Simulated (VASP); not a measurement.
TiO2, 12 atoms in the cell. The typed cell holds 12 atoms: a = 5.518 Å, b = 5.518 Å, c = 5.518 Å, α = 114.80°, β = 106.87°, γ = 106.87°.  This cell differs from its parent crystal: atoms moved at random.

| Item | Value |
| --- | --- |
| Program | VASP 6.6.1 |
| Task | single point |
| Functional | PBEsol |
| Potentials or basis | VASP PAW PBE potentials, release 64 (Ti_sv, O) |
| Cutoff | 520 eV |
| k mesh | 6 × 6 × 6 |
| Occupations | fermi-dirac, width 0.05 eV |
| Spin | no spin polarisation |
| Dipole correction | no |
| Further INCAR settings | ALGO = Normal; EDIFF = 1e-06; NBANDS = 60 |

Potentials or basis: VASP PAW PBE potentials, release 64 (Ti_sv, O).

Run with:

```bash
$ cat potpaw_PBE.64/Ti_sv/POTCAR potpaw_PBE.64/O/POTCAR > POTCAR
$ mpirun -np 1 vasp_std > vasp.out
```

Hardware: 1 thread of Intel(R) Xeon(R) 6975P-C (Granite Rapids), on a shared host.

**Question.** How long does it take, and how much memory?

**Answer.** Run time: 15 min on 1 thread of Intel(R) Xeon(R) 6975P-C (Granite Rapids), on a shared host, peak memory 0.67 GiB. Counts: scf iterations 18, k points 112.
